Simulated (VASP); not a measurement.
The system is Sn2Bi3O3.

```
Sn Bi O
1.0
     4.39500    0.00000    0.00000
     0.00000    4.40587    0.00000
     0.00000    0.00000    8.78022
Sn Bi O
2 3 3
Direct
  0.00000 0.00000 0.74835
  0.00000 0.00000 0.25165
  0.50000 0.50000 0.75077
  0.50000 0.50000 0.24923
  0.00000 0.50000 0.00000
  0.00000 0.50000 0.50000
  0.50000 0.00000 0.00000
  0.50000 0.00000 0.50000
```

The cell was generated, and may not be a known phase.

| Property | Result |
| --- | --- |
| Program | VASP 6.6.1 |
| Task | relaxation of cell and atoms |
| Functional | PBE |
| Potentials or basis | VASP PAW PBE potentials, release 64 (Sn_d, Bi_d, O) |
| Cutoff | 600 eV |
| k mesh | 4 × 4 × 2 |
| Occupations | gaussian, width 0.2 eV |
| Spin | no spin polarisation |

At the start: pressure -0.6 GPa; volume 21.25 Å³/atom.

Task: Where does the relaxation end?

Result: Over 36 steps the energy falls by 632.5 meV/atom and the volume is 20.04 Å³/atom (-5.7 %); space group Pmmm (No. 47, to 0.1 Å) before and after.

Step by step:
| step | energy change (eV) | largest force (eV/Å) | pressure (GPa) | volume (Å³) |
| --- | --- | --- | --- | --- |
| 1 | 0.0000 | 2.4392 | -0.61 | 170.02 |
| 2 | -1.6955 | 1.9209 | -2.26 | 167.63 |
| 3 | -2.8555 | 0.9543 | -1.66 | 163.78 |
| 4 | 1.0007 | 11.1811 | 14.96 | 152.40 |
| 5 | -2.8005 | 1.0962 | -1.21 | 163.04 |
| 6 | -2.8980 | 0.8255 | 1.73 | 158.26 |
| 7 | -3.0163 | 0.5112 | -0.18 | 160.81 |
| 8 | -3.0301 | 0.2343 | 0.31 | 160.00 |
| 9 | -3.0299 | 0.3215 | 0.14 | 160.29 |
| 10 | -3.0637 | 0.2290 | -0.17 | 160.88 |
| 11 | -3.0978 | 0.1046 | -0.63 | 162.04 |
| 12 | -3.0995 | 0.1707 | -0.71 | 162.31 |
| 13 | -3.1086 | 0.2465 | 1.14 | 158.32 |
| 14 | -3.1110 | 0.2180 | 0.55 | 159.56 |
| 15 | -3.1305 | 0.1807 | 0.48 | 159.34 |
| 16 | -3.2177 | 0.1855 | 0.57 | 158.40 |
| 17 | -3.6266 | 0.3289 | 1.70 | 155.27 |
| 18 | -3.4859 | 1.1890 | 11.83 | 143.77 |
| 19 | -4.0922 | 0.0690 | 3.39 | 152.24 |
| 20 | -4.1852 | 0.4248 | 6.44 | 148.41 |
| 21 | -4.2254 | 0.2561 | 5.31 | 149.65 |
| 22 | -4.2210 | 0.3013 | 5.56 | 149.32 |
| 23 | -4.3960 | 0.2897 | 3.42 | 152.56 |
| 24 | -4.6495 | 0.1705 | -1.78 | 162.44 |
| 25 | -4.6590 | 0.1316 | -2.74 | 164.74 |
| 26 | -4.7862 | 0.3498 | -2.00 | 163.72 |
| 27 | -4.9400 | 0.9449 | 0.22 | 161.07 |
| 28 | -4.9421 | 1.0491 | 0.64 | 160.62 |
| 29 | -5.0059 | 0.6642 | 0.25 | 161.06 |
| 30 | -5.0375 | 0.2706 | -0.11 | 161.66 |
| 31 | -5.0382 | 0.2812 | -0.09 | 161.58 |
| 32 | -5.0512 | 0.1990 | -0.22 | 161.32 |
| 33 | -5.0546 | 0.1343 | -0.31 | 161.11 |
| 34 | -5.0573 | 0.1084 | 0.20 | 160.23 |
| 35 | -5.0574 | 0.1016 | 0.33 | 160.02 |
| 36 | -5.0597 | 0.0607 | 0.21 | 160.32 |

Final structure:
```yaml
crystal:
  lattice:
    - [5.69266, 0.00000, 0.00000]
    - [0.00000, 3.45396, 0.00000]
    - [0.00000, 0.00000, 8.15380]
  atoms:
    - { symbol: Sn, position: [0.00000, 0.00000, 0.68467] }
    - { symbol: Sn, position: [0.00000, 0.00000, 0.31533] }
    - { symbol: Bi, position: [0.50000, 0.50000, 0.74965] }
    - { symbol: Bi, position: [0.50000, 0.50000, 0.25035] }
    - { symbol: Bi, position: [0.00000, 0.50000, 0.00000] }
    - { symbol: O, position: [0.00000, 0.50000, 0.50000] }
    - { symbol: O, position: [0.50000, 0.00000, 0.00000] }
    - { symbol: O, position: [0.50000, 0.00000, 0.50000] }
```

Caveat: a cell axis changed by over 15 % at a fixed basis, so the end point is rough; the relaxation stopped at a loose force limit of 0.08 eV/Å, so its end isn't a converged minimum.
